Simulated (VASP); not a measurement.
# Sr (Cmcm) in VASP: notebook

Sr is run at these levels: PBEsol; tasks: single point.

Program: VASP 6.6.1. These are calculated values, not measurements. Logs are shortened: lines on timing, memory, paths and dates and some standing lists are left out, and cuts for length are marked.

### Step 1. The cell of the first run

Symmetry: Cmcm, No. 63, orthorhombic system. The conventional cell has a = 4.495 Å, b = 7.253 Å, c = 6.397 Å, α = 90.00°, β = 90.00°, γ = 90.00°. Within 5.3 Å of Sr (site symmetry m2m) lie 12 Sr at 4.01 to 4.50 Å.

### Step 2. Single point, PBEsol

File INCAR:

```
SYSTEM = Sr
PREC     = Accurate       ! precision mode
ENCUT    = 520            ! plane-wave cutoff, eV
EDIFF    = 1E-6           ! SCF threshold, eV
ISMEAR   = 0              ! smearing method
SIGMA    = 0.15           ! smearing width, eV
LREAL    = .False.        ! projectors in reciprocal space
LASPH    = .True.         ! aspherical terms in the spheres
NELM     = 60             ! most SCF steps
ALGO     = Fast           ! electronic algorithm
ISIF     = 2              ! what is computed and relaxed
LWAVE    = .False.        ! write WAVECAR
LCHARG   = .False.        ! write CHGCAR
GGA      = PS             ! functional
NBANDS   = 17             ! bands
```

File KPOINTS:

```
Automatic mesh
0
Gamma
  12 12 8
  0 0 0
```

File POSCAR:

```
Sr
1.0
    4.4952849685      0.0000000000      0.0000000000
   -2.2476424843      3.6263999508      0.0000000000
    0.0000000000      0.0000000000      6.3970297469
Sr
2
Direct
    0.3333333333      0.6666666667      0.2500000000
    0.6666666667      0.3333333333      0.7500000000
```

Potentials or basis: VASP PAW PBE potentials, release 64 (Sr_sv).

The run is started by

```sh
cat potpaw_PBE.64/Sr_sv/POTCAR > POTCAR
mpirun -np 1 vasp_std > vasp.out
```

OUTCAR:

```text
SYSTEM = Sr
   PREC = Accurate
   ENCUT = 520
   EDIFF = 1E-6
   ISMEAR = 0
   LREAL = .False.
   LASPH = .True.
   NELM = 60
   ISIF = 2
   GGA = PS

 ion  position               nearest neighbor table
   1  0.333  0.667  0.250-   2 4.01   2 4.01   2 4.09   2 4.09   2 4.09   2 4.09
   2  0.667  0.333  0.750-   1 4.01   1 4.01   1 4.09   1 4.09   1 4.09   1 4.09

  Warning from LATTYP: Monoclinic adjustment (A1->A3, A2->A1, A3->A2)!
  LATTYP: Found a base centered orthorhombic cell.
 ALAT       =     4.4952849685
 B/A-ratio  =     1.6134238324
 C/A-ratio  =     1.4230532195

  Lattice vectors:

 A1 = (   2.2476424843,  -3.6263999508,   0.0000000000)
 A2 = (   2.2476424842,   3.6263999508,   0.0000000000)
 A3 = (   0.0000000000,   0.0000000000,   6.3970297469)

Analysis of symmetry for initial positions (statically):
=====================================================================
 Subroutine PRICEL returns:
 Original cell was already a primitive cell.

 Routine SETGRP: Setting up the symmetry group for a
 base centered orthorhombic supercell.

 Subroutine GETGRP returns: Found  8 space group operations
 (whereof  4 operations were pure point group operations)
 out of a pool of  8 trial point group operations.

The static configuration has the point symmetry C_2h.
 The point group associated with its full space group is D_2h.

Analysis of symmetry for dynamics (positions and initial velocities):
=====================================================================
 Subroutine PRICEL returns:
 Original cell was already a primitive cell.

 Routine SETGRP: Setting up the symmetry group for a
 base centered orthorhombic supercell.

 Subroutine GETGRP returns: Found  8 space group operations
 (whereof  4 operations were pure point group operations)
 out of a pool of  8 trial point group operations.

The dynamic configuration has the point symmetry C_2h.
 The point group associated with its full space group is D_2h.

 Subroutine INISYM returns: Found  8 space group operations
 (whereof  4 operations are pure point group operations),
 and found     1 'primitive' translations

----------------------------------------------------------------------------------------

                                     Primitive cell

  volume of cell :     104.2825

  direct lattice vectors                    reciprocal lattice vectors
     4.495284969  0.000000000  0.000000000     0.222455308  0.137877787  0.000000000
    -2.247642484  3.626399951  0.000000000     0.000000000  0.275755574  0.000000000
     0.000000000  0.000000000  6.397029747     0.000000000  0.000000000  0.156322550

  length of vectors
     4.495284969  4.266459110  6.397029747     0.261718643  0.275755574  0.156322550

  position of ions in fractional coordinates (direct lattice)
     0.333333333  0.666666667  0.250000000
     0.666666667  0.333333333  0.750000000

  ion indices of the primitive-cell ions
   primitive index   ion index
                 1           1
                 2           2

----------------------------------------------------------------------------------------

 KPOINTS: Automatic mesh

Automatic generation of k-mesh.
 Grid dimensions read from file:
 generate k-points for:   12   12    8

 Generating k-lattice:

  Cartesian coordinates                     Fractional coordinates (reciprocal lattice)
     0.018537942  0.011489816  0.000000000     0.083333333 -0.000000000  0.000000000
     0.000000000  0.022979631  0.000000000     0.000000000  0.083333333  0.000000000
     0.000000000  0.000000000  0.019540319     0.000000000  0.000000000  0.125000000

  Length of vectors
     0.021809887  0.022979631  0.019540319

  Shift w.r.t. Gamma in fractional coordinates (k-lattice)
     0.000000000  0.000000000  0.000000000

 Subroutine IBZKPT returns following result:
 ===========================================

 Found    215 irreducible k-points:

 Following reciprocal coordinates:
            Coordinates               Weight
  0.000000  0.000000  0.000000      1.000000
  0.083333  0.000000  0.000000      4.000000
  0.166667  0.000000  0.000000      4.000000
  0.250000  0.000000  0.000000      4.000000
  0.333333  0.000000  0.000000      4.000000
  0.416667  0.000000  0.000000      4.000000
[... 16 lines left out ...]
  0.333333  0.166667  0.000000      4.000000
  0.416667  0.166667  0.000000      4.000000
 [... further k-points ...]
   k-points           NKPTS =    215   k-points in BZ     NKDIM =    215   number of bands    NBANDS=     17
   number of dos      NEDOS =    301   number of ions     NIONS =      2
   total plane-waves  NPLWV =  55296
   dimension x,y,z NGX =    36 NGY =   32 NGZ =   48
   dimension x,y,z NGXF=    72 NGYF=   64 NGZF=   96
   ions per type =               2
   NGX,Y,Z   is equivalent  to a cutoff of  13.31, 12.47, 12.47 a.u.
   NGXF,Y,Z  is equivalent  to a cutoff of  26.63, 24.94, 24.95 a.u.
 SYSTEM =  Sr
   PREC   = accura    normal or accurate (medium, high low for compatibility)
   ISTART =      0    job   : 0-new  1-cont  2-samecut
   ICHARG =      2    charge: 1-file 2-atom 10-const
   ISPIN  =      1    spin polarized calculation?
   LNONCOLLINEAR =      F non collinear calculations
   LSORBIT =      F    spin-orbit coupling
   LASPH  =      T    aspherical Exc in radial PAW
   ENCUT  =  520.0 eV  38.22 Ry    6.18 a.u.   8.36  7.93 11.89*2*pi/ulx,y,z
   NELM   =     60;   NELMIN=  2; NELMDL= -5     # of ELM steps
   EDIFF  = 0.1E-05   stopping-criterion for ELM
   LREAL  =      F    real-space projection
   EDIFFG = 0.1E-04   stopping-criterion for IOM
   NSW    =      0    number of steps for IOM
   IBRION =     -1    ionic relax: 0-MD 1-quasi-New 2-CG
   NFREE  =      0    steps in history (QN), initial steepest desc. (CG)
   ISIF   =      2    stress and relaxation
   ISYM   =      2    0-nonsym 1-usesym 2-fastsym
   POTIM  = 0.5000    time-step for ionic-motion
   TEBEG  =    0.0;   TEEND  =   0.0 temperature during run
   PSTRESS=    0.0 pullay stress
   NELECT =      20.0000    total number of electrons
   NUPDOWN=      -1.0000    fix difference up-down
   EMIN   =  10.00;   EMAX   =-10.00  energy-range for DOS
   EFERMI =   0.00;   METHOD = LEGACY
   ISMEAR =     0;   SIGMA  =   0.15  broadening in eV -4-tet -1-fermi 0-gaus
   EFERMI_NEDOS =   21; number of points for ismear=-14 and -15
   IALGO  =     68    algorithm
   IMIX   =      4    mixing-type and parameters
     AMIX     =   0.40;   BMIX     =  1.00
     AMIX_MAG =   1.60;   BMIX_MAG =  1.00
  volume/ion in A,a.u.               =      52.14       351.87
  Fermi-wavevector in a.u.,A,eV,Ry     =   0.944092  1.784076 12.127009  0.891310
  Thomas-Fermi vector in A             =   2.071863
   LORBIT       =      0    0 simple, 1 ext, 2 COOP (PROOUT), +10 PAW based schemes
   GGA     = PS    functional components
   LHFCALC =     F    Hartree Fock is set to
   AEXX    =    0.0000 exact exchange contribution
   IVDW    =     0    specifies the selected vdW correction
   LEPSILON=     F    determine dielectric tensor
   LRPA    =     F    only Hartree local field effects (RPA)
 non-spin polarized calculation
 RMM-DIIS sequential band-by-band and
 Gauss-broadening in eV      SIGMA  =   0.15
  energy-cutoff  :      520.00
  volume of cell :      104.28
 maximum number of plane-waves:      2842
 NGX is ok and might be reduce to    36

 number of electron      20.0000000 magnetization

 Free energy of the ion-electron system (eV)
  ---------------------------------------------------
  ext. energy  EPLUGINS =         0.00000000
  ---------------------------------------------------
  free energy    TOTEN  =        -3.61685553 eV

  energy without entropy =       -3.58906362  energy(sigma->0) =       -3.60295958

 E-fermi :   1.6774     XC(G=0):  -7.5963

 val. band max:        1.6763708731   @ k =   0.0833   0.2500   0.0000
 cond. band min:       1.6812625707   @ k =   0.3333   0.0000   0.0000
 fundamental gap:      0.0048916977
 Fermi energy:         1.6773630103

 k-point     1 :       0.0000    0.0000    0.0000
  band No.  band energies     occupation
      1     -34.7630      2.00000
      2     -34.7352      2.00000
      3     -16.9416      2.00000
      4     -16.7102      2.00000
      5     -16.7091      2.00000
      6     -16.6564      2.00000
[... 9 lines left out ...]
     16       4.5318      0.00000
     17       4.6625      0.00000

 k-point     2 :       0.0833    0.0000    0.0000
  band No.  band energies     occupation
      1     -34.7622      2.00000
      2     -34.7351      2.00000
      3     -16.9362      2.00000
      4     -16.7182      2.00000
      5     -16.7122      2.00000
      6     -16.6643      2.00000
[... 9 lines left out ...]
     16       4.5261      0.00000
     17       4.7574      0.00000

 k-point     3 :       0.1667    0.0000    0.0000
  band No.  band energies     occupation
      1     -34.7597      2.00000
      2     -34.7350      2.00000
      3     -16.9208      2.00000
      4     -16.7411      2.00000
      5     -16.7199      2.00000
      6     -16.6883      2.00000
[... 9 lines left out ...]
     16       4.3846      0.00000
     17       4.9663      0.00000

 k-point     4 :       0.2500    0.0000    0.0000
  band No.  band energies     occupation
      1     -34.7562      2.00000
      2     -34.7350      2.00000
      3     -16.8976      2.00000
      4     -16.7724      2.00000
      5     -16.7348      2.00000
      6     -16.7160      2.00000
[... 9 lines left out ...]
     16       4.7804      0.00000
     17       5.3379      0.00000
[... 343 lines left out ...]
      1     -34.7493      2.00000
      2     -34.7354      2.00000
      3     -16.8519      2.00000
      4     -16.8068      2.00000
      5     -16.7968      2.00000
      6     -16.7280      2.00000
[... 9 lines left out ...]
     16       5.3078      0.00000
     17       5.5225      0.00000

 k-point    23 :       0.3333    0.1667    0.0000
  band No.  band energies     occupation
      1     -34.7464      2.00000
      2     -34.7365      2.00000
      3     -16.8280      2.00000
      4     -16.8260      2.00000
      5     -16.7987      2.00000
      6     -16.7414      2.00000
[... 9 lines left out ...]
     16       5.4588      0.00000
     17       5.8902      0.00000

 k-point    24 :       0.4167    0.1667    0.0000
  band No.  band energies     occupation
      1     -34.7456      2.00000
      2     -34.7371      2.00000
      3     -16.8295      2.00000
      4     -16.8195      2.00000
      5     -16.7878      2.00000
      6     -16.7533      2.00000
[... 9 lines left out ...]
     16       5.5778      0.00000
     17       6.2793      0.00000

 [... further k-points ...]

------------------------ aborting loop because EDIFF is reached ----------------------------------------

  FORCE on cell =-STRESS in cart. coord.  units (eV):
  Direction    XX          YY          ZZ          XY          YZ          ZX
  --------------------------------------------------------------------------------------
  -------------------------------------------------------------------------------------
  Total       -0.6878069      0.0065324      1.0795537     -0.0000000     -0.0000000      0.0000000
  in kB      -10.5673439      0.1003630     16.5860711     -0.0000000     -0.0000000      0.0000000
  external PRESSURE =       2.0396967 kB  Pullay stress =       0.0000000 kB

 VOLUME and BASIS-vectors are now :
 -----------------------------------------------------------------------------
  energy-cutoff  :      520.00
  volume of cell :      104.28
      direct lattice vectors                 reciprocal lattice vectors
     4.495284969  0.000000000  0.000000000     0.222455308  0.137877787  0.000000000
    -2.247642484  3.626399951  0.000000000     0.000000000  0.275755574  0.000000000
     0.000000000  0.000000000  6.397029747     0.000000000  0.000000000  0.156322550

 POSITION                                       TOTAL-FORCE (eV/Angst)
 -----------------------------------------------------------------------------------
     -0.00000      2.41760      1.59926         0.000000     -0.102856     -0.000000
      2.24764      1.20880      4.79777        -0.000000      0.102856      0.000000
 -----------------------------------------------------------------------------------
    total drift:                               -0.000000      0.000000     -0.000000

  FREE ENERGIE OF THE ION-ELECTRON SYSTEM (eV)
  ---------------------------------------------------
  free  energy   TOTEN  =        -3.6168555326 eV

  energy  without entropy=       -3.5890636247  energy(sigma->0) =       -3.60295958
```

It took 5.3 min on 1 thread of AMD EPYC 7R43 (Zen 3), shared host; peak memory 0.42 GiB.

Results:

```
Free energy            : -3.6169 eV
Pressure               : 0.2 GPa
Largest force          : 0.103 eV/Å
Band gap on the k mesh : zero (bands 10 and 11 overlap by 0.26 eV)
```

Forces in eV/Å, atoms in the order of the input:
```
Sr   0.000 -0.103  0.000
Sr   0.000  0.103  0.000
```

Caveat: the cell differs from its parent crystal (strain +e along x and -e along y +0.0367, strain +e along z and -e/2 along x and y -0.0700); the PAW data sets were made with another functional, which shifts forces and pressure a little.

### Step 3. Single point, PBEsol

This run uses another cell than the first one, of the same volume but with other edges.

File INCAR:

```
SYSTEM = Sr
ALGO = Fast ; EDIFF = 1E-7
ENCUT = 520 ; GGA = PS
ISIF = 2 ; ISMEAR = 0
LASPH = .TRUE. ; LCHARG = .FALSE.
LREAL = .FALSE. ; LWAVE = .FALSE.
NBANDS = 17 ; NELM = 60
PREC = Accurate ; SIGMA = 0.15
```

File KPOINTS:

```
k-points
0
G
  12 12 8
  0 0 0
```

File POSCAR:

```
Sr
1.0
    4.2016674004      0.0000000000      0.0000000000
   -2.1008337002      3.3721196778      0.0000000000
    0.0000000000      0.0000000000      7.3600234723
Sr
2
Direct
    0.3333333333      0.6666666667      0.2500000000
    0.6666666667      0.3333333333      0.7500000000
```

Potentials or basis: VASP PAW PBE potentials, release 64 (Sr_sv).

The run is started by

```sh
cat potpaw_PBE.64/Sr_sv/POTCAR > POTCAR
mpirun -np 1 vasp_std > vasp.out
```

Run time: 5.7 min. Hardware: 1 thread of AMD EPYC 7R43 (Zen 3), shared host; peak memory 0.42 GiB.

Results (log left out):

| Item | Value |
| --- | --- |
| Free energy | -3.6061 eV |
| Pressure | 0.2 GPa |
| Largest force | 0.049 eV/Å |
| Band gap on the k mesh | zero (bands 10 and 11 overlap by 0.46 eV) |

Forces in eV/Å, atoms in the order of the input:
```
Sr   0.000 -0.049  0.000
Sr   0.000  0.049  0.000
```

Stress tensor (GPa, compression positive):
```
 0.38  0.00  0.00
 0.00  1.87  0.00
 0.00  0.00 -1.72
```

Levels at points of the mesh, in eV from the Fermi level:
```
           k point  band 8  band 9  band 10  band 11  band 12  band 13
(0.00, 0.00, 0.00)  -18.28   -3.69    -1.46    -0.19     1.81     2.10
(0.50, 0.00, 0.00)  -18.32   -1.01    -0.46    -0.01     0.37     1.14
(0.00, 0.50, 0.00)  -18.33   -0.80    -0.31     0.07     0.49     1.32
(0.00, 0.00, 0.50)  -18.29   -2.85    -2.85     0.95     0.95     2.17
(0.50, 0.00, 0.50)  -18.34   -0.81    -0.81     0.33     0.33     1.23
(0.00, 0.50, 0.50)  -18.35   -0.67    -0.67     0.52     0.52     1.40
```

Caveat: the cell differs from its parent crystal (strain +e along x and -e along y +0.0367, strain +e along z and -e/2 along x and y +0.0700); the PAW data sets were made with another functional, which shifts forces and pressure a little.
